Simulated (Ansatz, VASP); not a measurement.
Given: the input of a run of Ansatz 0.2.0 on KYMg6.

input.yaml

```yaml
crystal:
  lattice:
    - [5.3624729754, 0.0, 0.0]
    - [0.0, 3.4614088926, 5.8399630929]
    - [0.0, -3.4614088926, 5.8399630929]
  atoms:
    - { symbol: "Y", position: [0.0, 0.846833, 0.846833] }
    - { symbol: K, position: [0.5, 0.649609, 0.649609] }
    - { symbol: Mg, position: [0.5, 0.166451, 0.166451] }
    - { symbol: Mg, position: [0.5, 0.668261, 0.153443] }
    - { symbol: Mg, position: [0.5, 0.153443, 0.668261] }
    - { symbol: Mg, position: [0.0, 0.344053, 0.344053] }
    - { symbol: Mg, position: [0.0, 0.850978, 0.32037] }
    - { symbol: Mg, position: [0.0, 0.32037, 0.850978] }
hamiltonian:
  xc: pbe
  pseudopotentials: { kind: paw }
kpoints:
  mp_grid: { grid: [5, 5, 5] }
scf:
  occupations: { method: fermi_dirac, width: 0.05 }
output:
  forces: true
  stress: true
  eigenvalues: true
```

Potentials or basis: Ansatz PAW.

Launch:

```bash
$ ansatz run input.yaml --threads 4 --pin off --max-ram 10240MiB --backend cpu --events-out ev --progress --plain --runs-dir out
```

Translate it to VASP 6.6.1. Potentials there: VASP PAW PBE potentials, release 64 (Y_sv, K_sv, Mg).

As run (the cutoff follows the program's own potentials):

The input INCAR:

```
PREC = Accurate
ENCUT = 520
EDIFF = 1E-6
ISMEAR = -1
SIGMA = 0.05
LREAL = False
LASPH = True
NELM = 80
ALGO = Fast
ISIF = 2
LWAVE = False
LCHARG = False
GGA = PE
NBANDS = 26
```

Contents of KPOINTS:

```
Automatic mesh
0
Gamma
  5 5 5
```

The input POSCAR:

```
KYMg6
1.0
    5.3624729754      0.0000000000      0.0000000000
    0.0000000000      3.4614088926      5.8399630929
    0.0000000000     -3.4614088926      5.8399630929
Y K Mg
1 1 6
Direct
    0.0000000000      0.8468330000      0.8468330000
    0.5000000000      0.6496090000      0.6496090000
    0.5000000000      0.1664510000      0.1664510000
    0.5000000000      0.6682610000      0.1534430000
    0.5000000000      0.1534430000      0.6682610000
    0.0000000000      0.3440530000      0.3440530000
    0.0000000000      0.8509780000      0.3203700000
    0.0000000000      0.3203700000      0.8509780000
```

Potentials or basis: VASP PAW PBE potentials, release 64 (Y_sv, K_sv, Mg).

Launch:

```sh
$ cat potpaw_PBE.64/Y_sv/POTCAR potpaw_PBE.64/K_sv/POTCAR potpaw_PBE.64/Mg/POTCAR > POTCAR
$ mpirun -np 1 vasp_std > vasp.out
```

Both were run:

|  | VASP | Ansatz | Ansatz less VASP |
| --- | --- | --- | --- |
| gap on the k mesh at the Fermi level (eV) | none | none | - |
| pressure (GPa) | 0.5 | 0.6 | +0.03 |
| traceless stress, the component that is largest in VASP (GPa) | 0.16 | 0.16 | +0.002 |
| rms of the force components (eV/Å) | 0.027 | 0.027 | +0.0005 |

Atom by atom the forces differ by 0.002 eV/Å (rms over components). A gap of «none» marks a metal or a gap that the smearing closes. VASP's potentials hold 32 valence electrons a cell and Ansatz's 80, so a difference there can come from the potentials and not from the codes.
